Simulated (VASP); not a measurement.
# KNa2Rh: relaxation of cell and atoms with PBE

Crystal: KNa2Rh.

```
CELL_PARAMETERS angstrom
3.46323 0.00000 0.00000
0.00000 3.46323 0.00000
0.00000 0.00000 10.23704
ATOMIC_POSITIONS crystal
K 0.50000 0.50000 0.50000
Na 0.00000 0.00000 0.84051
Na 0.00000 0.00000 0.15949
Rh 0.50000 0.50000 0.00000
```

```json
{
 "Program": "VASP 6.6.1",
 "Task": "relaxation of cell and atoms",
 "Functional": "PBE",
 "Potentials or basis": "VASP PAW PBE potentials, release 64 (K_sv, Na_pv, Rh_pv)",
 "Cutoff": "600 eV",
 "k mesh": "6 × 6 × 2",
 "Occupations": "gaussian, width 0.1 eV",
 "Spin": "no spin polarisation",
 "Dipole correction": "no",
 "Further INCAR settings": "ALGO = Normal; EDIFF = 1e-06; IBRION = 2; EDIFFG = -0.04; NSW = 90; ISIF = 3"
}
```

```json
{
 "Relaxed volume": "30.26 Å³/atom",
 "Relaxed cell": "a = 3.610 Å, b = 3.610 Å, c = 9.289 Å, α = 90.00°, β = 90.00°, γ = 90.00°",
 "Space group after relaxing (to 0.05 Å)": "P4/mmm (No. 123)",
 "Energy gained by relaxing": "7.8 meV/atom",
 "Ionic steps": "13",
 "Pressure after relaxing": "0.1 GPa",
 "Largest force after relaxing": "0.025 eV/Å",
 "Band gap on the k mesh": "zero (band 19 reaches 2.47 eV, above the bottom of band 20 at 1.38 eV)"
}
```

Forces in eV/Å, atoms in the order of the input:
```
K    0.000  0.000  0.000
Na   0.000  0.000 -0.025
Na   0.000  0.000  0.025
Rh   0.000  0.000  0.000
```

The path:
```tsv
step	energy change (eV)	largest force (eV/Å)	pressure (GPa)	volume (Å³)
1	0.0000	0.0250	0.33	122.78
2	-0.0042	0.0004	0.13	123.91
3	-0.0075	0.0331	-0.10	125.53
4	-0.0050	0.0933	-0.56	128.78
5	-0.0080	0.0515	-0.25	126.48
6	-0.0120	0.0402	-0.26	126.21
7	-0.0222	0.0022	-0.18	125.29
8	-0.0250	0.1253	-0.02	123.06
9	-0.0277	0.0604	-0.14	124.15
10	-0.0278	0.0679	-0.12	124.02
11	-0.0296	0.0635	0.01	122.56
12	-0.0302	0.0588	0.16	121.01
13	-0.0312	0.0251	0.07	121.05
```

Final structure:
```
K Na Rh
1.0
     3.60993    0.00000    0.00000
     0.00000    3.60993    0.00000
     0.00000    0.00000    9.28860
K Na Rh
1 2 1
Cartesian
  1.8050 1.8050 4.6443
  0.0000 3.6099 7.7894
  0.0000 0.0000 1.4993
  1.8050 1.8050 0.0000
```

Levels at points of the mesh, in eV from the Fermi level:
| k point | band 17 | band 18 | band 19 | band 20 | band 21 | band 22 |
| --- | --- | --- | --- | --- | --- | --- |
| (0.00, 0.00, 0.00) | -0.98 | -0.48 | -0.11 | -0.11 | 0.05 | 3.13 |
| (0.50, 0.00, 0.00) | -0.39 | -0.08 | 0.03 | 0.94 | 1.38 | 1.57 |
| (0.50, 0.50, 0.00) | -0.28 | 0.51 | 0.86 | 2.40 | 2.40 | 2.93 |
| (0.00, 0.00, 0.50) | -1.00 | -0.11 | -0.11 | 0.05 | 0.75 | 1.50 |
| (0.50, 0.00, 0.50) | -0.39 | -0.08 | 0.10 | 0.59 | 0.92 | 1.20 |
| (0.50, 0.50, 0.50) | -0.25 | 0.51 | 0.85 | 2.19 | 2.19 | 3.17 |

It took 9.9 min on 1 thread of Intel(R) Xeon(R) Platinum 8259CL CPU @ 2.50GHz (Skylake/Cascade Lake), with other jobs on the host, peak memory 0.29 GiB.
